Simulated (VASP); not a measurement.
# Hf2O (Pnnm) in VASP: further runs

The runs below take Hf2O through single point, relaxation of cell and atoms, with PBE.

All numbers are computed with VASP 6.6.1; they aren't measurements. Logs are shortened: lines on timing, memory, paths and dates and some standing lists are left out, and cuts for length are marked.

**1. The cell of the first run**

The structure is orthorhombic, space group Pnnm (No. 58). Conventional cell: a = 5.105 Å, b = 5.738 Å, c = 3.180 Å, α = 90.00°, β = 90.00°, γ = 90.00°. Within 3.3 Å of Hf (site symmetry m) lie 3 O at 2.28 to 2.30 Å and 12 Hf at 3.02 to 3.28 Å. Within 3.0 Å of O (site symmetry 2/m) lie 6 Hf at 2.28 to 2.30 Å.

**2. Single point, PBE**

The input, INCAR:

```
SYSTEM = Hf2O
PREC     = Accurate       ! precision mode
ENCUT    = 520            ! plane-wave cutoff, eV
EDIFF    = 1E-6           ! SCF threshold, eV
ISMEAR   = 0              ! smearing method
SIGMA    = 0.1            ! smearing width, eV
LREAL    = .FALSE.        ! projectors in reciprocal space
LASPH    = .TRUE.         ! aspherical terms in the spheres
NELM     = 100            ! most SCF steps
ALGO     = Normal         ! electronic algorithm
ISIF     = 2              ! what is computed and relaxed
LWAVE    = .FALSE.        ! write WAVECAR
LCHARG   = .FALSE.        ! write CHGCAR
GGA      = PE             ! functional
NBANDS   = 35             ! bands
```

The input, KPOINTS:

```
Automatic mesh
0
G
  8 8 12
  0 0 0
```

The input, POSCAR:

```
Hf2O
1.0
    5.1048171604      0.0000000000      0.0000000000
    0.0000000000      5.7382330647      0.0000000000
    0.0000000000      0.0000000000      3.1800226166
Hf O
4 2
Direct
    0.2360026999      0.3407265709      0.0000000000
    0.7639973001      0.6592734291      0.0000000000
    0.7360026999      0.1592734291      0.5000000000
    0.2639973001      0.8407265709      0.5000000000
    0.0000000000      0.0000000000      0.0000000000
    0.5000000000      0.5000000000      0.5000000000
```

Potentials or basis: VASP PAW PBE potentials, release 64 (Hf_pv, O).

Started as:

```bash
cat potpaw_PBE.64/Hf_pv/POTCAR potpaw_PBE.64/O/POTCAR > POTCAR
mpirun -np 1 vasp_std > vasp.out
```

OUTCAR:

```text
SYSTEM = Hf2O
   PREC = Accurate
   ENCUT = 520
   EDIFF = 1E-6
   ISMEAR = 0
   LREAL = .FALSE.
   LASPH = .TRUE.
   NELM = 100
   ISIF = 2
   GGA = PE

 ion  position               nearest neighbor table
   1  0.236  0.341  0.000-   6 2.28   6 2.28   5 2.30   2 3.02   3 3.18   3 3.18   3 3.18   3 3.18
                             2 3.26   4 3.28   4 3.28   4 3.28   4 3.28
   2  0.764  0.659  0.000-   6 2.28   6 2.28   5 2.30   1 3.02   4 3.18   4 3.18   4 3.18   4 3.18
                             1 3.26   3 3.28   3 3.28   3 3.28   3 3.28
   3  0.736  0.159  0.500-   5 2.28   5 2.28   6 2.30   4 3.02   1 3.18   1 3.18   1 3.18   1 3.18
                             4 3.26   2 3.28   2 3.28   2 3.28   2 3.28
   4  0.264  0.841  0.500-   5 2.28   5 2.28   6 2.30   3 3.02   2 3.18   2 3.18   2 3.18   2 3.18
                             3 3.26   1 3.28   1 3.28   1 3.28   1 3.28
   5  0.000  0.000  0.000-   3 2.28   4 2.28   3 2.28   4 2.28   1 2.30   2 2.30
   6  0.500  0.500  0.500-   1 2.28   2 2.28   1 2.28   2 2.28   3 2.30   4 2.30

  LATTYP: Found a simple orthorhombic cell.
 ALAT       =     3.1800226166
 B/A-ratio  =     1.6052769983
 C/A-ratio  =     1.8044629729

  Lattice vectors:

 A1 = (   0.0000000000,   0.0000000000,   3.1800226166)
 A2 = (   5.1048171604,   0.0000000000,   0.0000000000)
 A3 = (   0.0000000000,   5.7382330647,   0.0000000000)

Analysis of symmetry for initial positions (statically):
=====================================================================
 Subroutine PRICEL returns:
 Original cell was already a primitive cell.

 Routine SETGRP: Setting up the symmetry group for a
 simple orthorhombic supercell.

 Subroutine GETGRP returns: Found  8 space group operations
 (whereof  4 operations were pure point group operations)
 out of a pool of  8 trial point group operations.

The static configuration has the point symmetry C_2h.
 The point group associated with its full space group is D_2h.

Analysis of symmetry for dynamics (positions and initial velocities):
=====================================================================
 Subroutine PRICEL returns:
 Original cell was already a primitive cell.

 Routine SETGRP: Setting up the symmetry group for a
 simple orthorhombic supercell.

 Subroutine GETGRP returns: Found  8 space group operations
 (whereof  4 operations were pure point group operations)
 out of a pool of  8 trial point group operations.

The dynamic configuration has the point symmetry C_2h.
 The point group associated with its full space group is D_2h.

 Subroutine INISYM returns: Found  8 space group operations
 (whereof  4 operations are pure point group operations),
 and found     1 'primitive' translations

----------------------------------------------------------------------------------------

                                     Primitive cell

  volume of cell :      93.1512

  direct lattice vectors                    reciprocal lattice vectors
     5.104817160  0.000000000  0.000000000     0.195893402  0.000000000  0.000000000
     0.000000000  5.738233065  0.000000000     0.000000000  0.174269673  0.000000000
     0.000000000  0.000000000  3.180022617     0.000000000  0.000000000  0.314463172

  length of vectors
     5.104817160  5.738233065  3.180022617     0.195893402  0.174269673  0.314463172

  position of ions in fractional coordinates (direct lattice)
     0.236002700  0.340726571  0.000000000
     0.763997300  0.659273429  0.000000000
     0.736002700  0.159273429  0.500000000
     0.263997300  0.840726571  0.500000000
     0.000000000  0.000000000  0.000000000
     0.500000000  0.500000000  0.500000000

  ion indices of the primitive-cell ions
   primitive index   ion index
                 1           1
                 2           2
                 3           3
                 4           4
                 5           5
                 6           6

----------------------------------------------------------------------------------------

 KPOINTS: Automatic mesh

Automatic generation of k-mesh.
 Grid dimensions read from file:
 generate k-points for:    8    8   12

 Generating k-lattice:

  Cartesian coordinates                     Fractional coordinates (reciprocal lattice)
     0.024486675  0.000000000  0.000000000     0.125000000  0.000000000  0.000000000
     0.000000000  0.021783709  0.000000000     0.000000000  0.125000000  0.000000000
     0.000000000  0.000000000  0.026205264     0.000000000  0.000000000  0.083333333

  Length of vectors
     0.024486675  0.021783709  0.026205264

  Shift w.r.t. Gamma in fractional coordinates (k-lattice)
     0.000000000  0.000000000  0.000000000

 Subroutine IBZKPT returns following result:
 ===========================================

 Found    175 irreducible k-points:

 Following reciprocal coordinates:
            Coordinates               Weight
  0.000000  0.000000  0.000000      1.000000
  0.125000  0.000000  0.000000      2.000000
  0.250000  0.000000  0.000000      2.000000
  0.375000  0.000000  0.000000      2.000000
  0.500000  0.000000  0.000000      1.000000
  0.000000  0.125000  0.000000      2.000000
[... 16 lines left out ...]
  0.250000  0.500000  0.000000      2.000000
  0.375000  0.500000  0.000000      2.000000
 [... further k-points ...]
   k-points           NKPTS =    175   k-points in BZ     NKDIM =    175   number of bands    NBANDS=     35
   number of dos      NEDOS =    301   number of ions     NIONS =      6
   total plane-waves  NPLWV =  46080
   dimension x,y,z NGX =    40 NGY =   48 NGZ =   24
   dimension x,y,z NGXF=    80 NGYF=   96 NGZF=   48
   ions per type =               4   2
   NGX,Y,Z   is equivalent  to a cutoff of  13.03, 13.91, 12.55 a.u.
   NGXF,Y,Z  is equivalent  to a cutoff of  26.05, 27.81, 25.09 a.u.
 SYSTEM =  Hf2O
   PREC   = accura    normal or accurate (medium, high low for compatibility)
   ISTART =      0    job   : 0-new  1-cont  2-samecut
   ICHARG =      2    charge: 1-file 2-atom 10-const
   ISPIN  =      1    spin polarized calculation?
   LNONCOLLINEAR =      F non collinear calculations
   LSORBIT =      F    spin-orbit coupling
   LASPH  =      T    aspherical Exc in radial PAW
   ENCUT  =  520.0 eV  38.22 Ry    6.18 a.u.   9.49 10.67  5.91*2*pi/ulx,y,z
   NELM   =    100;   NELMIN=  2; NELMDL= -5     # of ELM steps
   EDIFF  = 0.1E-05   stopping-criterion for ELM
   LREAL  =      F    real-space projection
   EDIFFG = 0.1E-04   stopping-criterion for IOM
   NSW    =      0    number of steps for IOM
   IBRION =     -1    ionic relax: 0-MD 1-quasi-New 2-CG
   NFREE  =      0    steps in history (QN), initial steepest desc. (CG)
   ISIF   =      2    stress and relaxation
   ISYM   =      2    0-nonsym 1-usesym 2-fastsym
   POTIM  = 0.5000    time-step for ionic-motion
   TEBEG  =    0.0;   TEEND  =   0.0 temperature during run
   PSTRESS=    0.0 pullay stress
   NELECT =      52.0000    total number of electrons
   NUPDOWN=      -1.0000    fix difference up-down
   EMIN   =  10.00;   EMAX   =-10.00  energy-range for DOS
   EFERMI =   0.00;   METHOD = LEGACY
   ISMEAR =     0;   SIGMA  =   0.10  broadening in eV -4-tet -1-fermi 0-gaus
   EFERMI_NEDOS =   21; number of points for ismear=-14 and -15
   IALGO  =     38    algorithm
   IMIX   =      4    mixing-type and parameters
     AMIX     =   0.40;   BMIX     =  1.00
     AMIX_MAG =   1.60;   BMIX_MAG =  1.00
  volume/ion in A,a.u.               =      15.53       104.77
  Fermi-wavevector in a.u.,A,eV,Ry     =   1.347969  2.547291 24.722046  1.817019
  Thomas-Fermi vector in A             =   2.475676
   LORBIT       =      0    0 simple, 1 ext, 2 COOP (PROOUT), +10 PAW based schemes
   GGA     = PE    functional components
   LHFCALC =     F    Hartree Fock is set to
   AEXX    =    0.0000 exact exchange contribution
   IVDW    =     0    specifies the selected vdW correction
   LEPSILON=     F    determine dielectric tensor
   LRPA    =     F    only Hartree local field effects (RPA)
 non-spin polarized calculation
 Gauss-broadening in eV      SIGMA  =   0.10
  energy-cutoff  :      520.00
  volume of cell :       93.15
 maximum number of plane-waves:      2548
 NGX is ok and might be reduce to    40
   NGX = 19   NGY = 21   NGZ = 11

 number of electron      51.9999999 magnetization

 Free energy of the ion-electron system (eV)
  ---------------------------------------------------
  ext. energy  EPLUGINS =         0.00000000
  ---------------------------------------------------
  free energy    TOTEN  =       -60.17086129 eV

  energy without entropy =      -60.16176827  energy(sigma->0) =      -60.16631478

 E-fermi :   6.1335     XC(G=0): -11.9020

 val. band max:        6.1320824012   @ k =   0.3750   0.0000   0.0833
 cond. band min:       6.1584399976   @ k =   0.3750   0.0000   0.1667
 fundamental gap:      0.0263575964
 Fermi energy:         6.1334819426

 k-point     1 :       0.0000    0.0000    0.0000
  band No.  band energies     occupation
      1     -25.4745      2.00000
      2     -24.9697      2.00000
      3     -24.9571      2.00000
      4     -24.9379      2.00000
      5     -24.7318      2.00000
      6     -24.6715      2.00000
[... 27 lines left out ...]
     34       8.9988      0.00000
     35      10.6973      0.00000

 k-point     2 :       0.1250    0.0000    0.0000
  band No.  band energies     occupation
      1     -25.4545      2.00000
      2     -25.0127      2.00000
      3     -25.0114      2.00000
      4     -24.8576      2.00000
      5     -24.7170      2.00000
      6     -24.6640      2.00000
[... 27 lines left out ...]
     34       9.0150      0.00000
     35      10.5245      0.00000

 k-point     3 :       0.2500    0.0000    0.0000
  band No.  band energies     occupation
      1     -25.4032      2.00000
      2     -25.1017      2.00000
      3     -25.0251      2.00000
      4     -24.7638      2.00000
      5     -24.7086      2.00000
      6     -24.6423      2.00000
[... 27 lines left out ...]
     34       9.2379      0.00000
     35       9.8904      0.00000

 k-point     4 :       0.3750    0.0000    0.0000
  band No.  band energies     occupation
      1     -25.3405      2.00000
      2     -25.1941      2.00000
      3     -24.9717      2.00000
      4     -24.7541      2.00000
      5     -24.6829      2.00000
      6     -24.6098      2.00000
[... 27 lines left out ...]
     34       9.7865      0.00000
     35       9.8069      0.00000

 k-point     5 :       0.5000    0.0000    0.0000
  band No.  band energies     occupation
      1     -25.2735      2.00000
      2     -25.2735      2.00000
      3     -24.8633      2.00000
      4     -24.8633      2.00000
      5     -24.6231      2.00000
      6     -24.6231      2.00000
[... 638 lines left out ...]
 k-point    22 :       0.1250    0.5000    0.0000
  band No.  band energies     occupation
      1     -25.2360      2.00000
      2     -25.2360      2.00000
      3     -24.8120      2.00000
      4     -24.8120      2.00000
      5     -24.7085      2.00000
      6     -24.7085      2.00000
[... 27 lines left out ...]
     34       9.1474      0.00000
     35       9.3410      0.00000

 k-point    23 :       0.2500    0.5000    0.0000
  band No.  band energies     occupation
      1     -25.2145      2.00000
      2     -25.2145      2.00000
      3     -24.8262      2.00000
      4     -24.8262      2.00000
      5     -24.7165      2.00000
      6     -24.7165      2.00000
[... 27 lines left out ...]
     34       9.0964      0.00000
     35       9.5158      0.00000

 k-point    24 :       0.3750    0.5000    0.0000
  band No.  band energies     occupation
      1     -25.1846      2.00000
      2     -25.1846      2.00000
      3     -24.8783      2.00000
      4     -24.8783      2.00000
      5     -24.6872      2.00000
      6     -24.6872      2.00000
[... 27 lines left out ...]
     34       9.4318      0.00000
     35       9.8396      0.00000

 [... further k-points ...]
[... 5 lines left out ...]
  --------------------------------------------------------------------------------------
  -------------------------------------------------------------------------------------
  Total       -0.9408516     -0.9349841     -0.9152012      0.0000000      0.0000000      0.0000000
  in kB      -16.1824065    -16.0814870    -15.7412273      0.0000000      0.0000000      0.0000000
  external PRESSURE =     -16.0017069 kB  Pullay stress =       0.0000000 kB

 VOLUME and BASIS-vectors are now :
 -----------------------------------------------------------------------------
  energy-cutoff  :      520.00
  volume of cell :       93.15
      direct lattice vectors                 reciprocal lattice vectors
     5.104817160  0.000000000  0.000000000     0.195893402  0.000000000  0.000000000
     0.000000000  5.738233065  0.000000000     0.000000000  0.174269673  0.000000000
     0.000000000  0.000000000  3.180022617     0.000000000  0.000000000  0.314463172

 POSITION                                       TOTAL-FORCE (eV/Angst)
 -----------------------------------------------------------------------------------
      1.20475      1.95517      0.00000         0.041719     -0.001227     -0.000000
      3.90007      3.78306      0.00000        -0.041719      0.001227      0.000000
      3.75716      0.91395      1.59001         0.041719      0.001227     -0.000000
      1.34766      4.82429      1.59001        -0.041719     -0.001227      0.000000
      0.00000      0.00000      0.00000         0.000000      0.000000      0.000000
      2.55241      2.86912      1.59001         0.000000      0.000000      0.000000
 -----------------------------------------------------------------------------------
    total drift:                               -0.000000      0.000000     -0.000000

  FREE ENERGIE OF THE ION-ELECTRON SYSTEM (eV)
  ---------------------------------------------------
  free  energy   TOTEN  =       -60.1708612880 eV

  energy  without entropy=      -60.1617682682  energy(sigma->0) =      -60.16631478
```

Run time: 11 min. Hardware: 1 thread of Intel Xeon 8259CL, shared host; peak memory 0.53 GiB.

Results:

- Free energy: -60.1709 eV
- Pressure: -1.6 GPa
- Largest force: 0.042 eV/Å
- Band gap on the k mesh: zero (bands 26 and 27 overlap by 0.78 eV)

Forces in eV/Å, atoms in the order of the input:
```
Hf   0.042 -0.001  0.000
Hf  -0.042  0.001  0.000
Hf   0.042  0.001  0.000
Hf  -0.042 -0.001  0.000
O    0.000  0.000  0.000
O    0.000  0.000  0.000
```

Caveat: spin-orbit coupling is left out, which moves the levels of the heavy elements.

(Part 1 of 2 ends here.)

The gap in the log of VASP goes by the Fermi energy; the results here count the filled bands.